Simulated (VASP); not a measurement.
Tl3I2:

```
CELL_PARAMETERS angstrom
5.00022 0.00000 0.00000
-2.50011 4.33031 0.00000
0.00000 0.00000 7.77952
ATOMIC_POSITIONS crystal
Tl 0.00000 0.00000 0.00000
Tl 0.33333 0.66667 0.64500
Tl 0.66667 0.33333 0.35500
I 0.33333 0.66667 0.24500
I 0.66667 0.33333 0.75500
```

* Program: VASP 6.6.1
* Task: relaxation of cell and atoms
* Functional: PBE
* Potentials or basis: VASP PAW PBE potentials, release 64 (Tl_d, I)
* Cutoff: 500 eV
* k mesh: 6 × 6 × 2
* Occupations: gaussian, width 0.1 eV
* Spin: no spin polarisation

At the start: pressure 10.4 GPa; volume 33.69 Å³/atom.

Question: Where does the relaxation end?

Answer: Over 13 steps the energy falls by 373.2 meV/atom and the volume is 45.00 Å³/atom (+33.6 %); space group P-3m1 (No. 164, to 0.1 Å) before and after.

Step by step:
| step | energy change (eV) | largest force (eV/Å) | pressure (GPa) | volume (Å³) |
| --- | --- | --- | --- | --- |
| 1 | 0.0000 | 1.4856 | 10.42 | 168.45 |
| 2 | -1.7430 | 0.3133 | 0.66 | 227.67 |
| 3 | -1.7486 | 0.1117 | -0.62 | 250.69 |
| 4 | -1.7703 | 0.1960 | -0.11 | 239.96 |
| 5 | -1.7702 | 0.2100 | -0.02 | 238.37 |
| 6 | -1.7745 | 0.2095 | -0.02 | 237.77 |
| 7 | -1.7873 | 0.2080 | 0.00 | 236.00 |
| 8 | -1.8116 | 0.2028 | 0.04 | 232.48 |
| 9 | -1.8501 | 0.1473 | 0.14 | 225.52 |
| 10 | -1.8334 | 0.1162 | 0.64 | 211.94 |
| 11 | -1.8603 | 0.0725 | 0.28 | 220.66 |
| 12 | -1.8646 | 0.0272 | -0.19 | 227.28 |
| 13 | -1.8660 | 0.0242 | -0.04 | 225.00 |

Final structure:
```
CELL_PARAMETERS angstrom
5.61381 0.00000 0.00000
-2.80691 4.86170 0.00000
0.00000 0.00000 8.24415
ATOMIC_POSITIONS crystal
Tl 0.00000 0.00000 0.00000
Tl 0.33333 0.66667 0.64674
Tl 0.66667 0.33333 0.35326
I 0.33333 0.66667 0.19540
I 0.66667 0.33333 0.80460
```

Caveat: the k points lie up to 0.38 Å⁻¹ apart in the final cell, too coarse for converged energies and pressures of a metal; the volume moved by over 15 % at a fixed basis, so the end points are rough; an odd number of electrons without spin polarisation forces a metal; a magnetic or distorted state may lie lower.
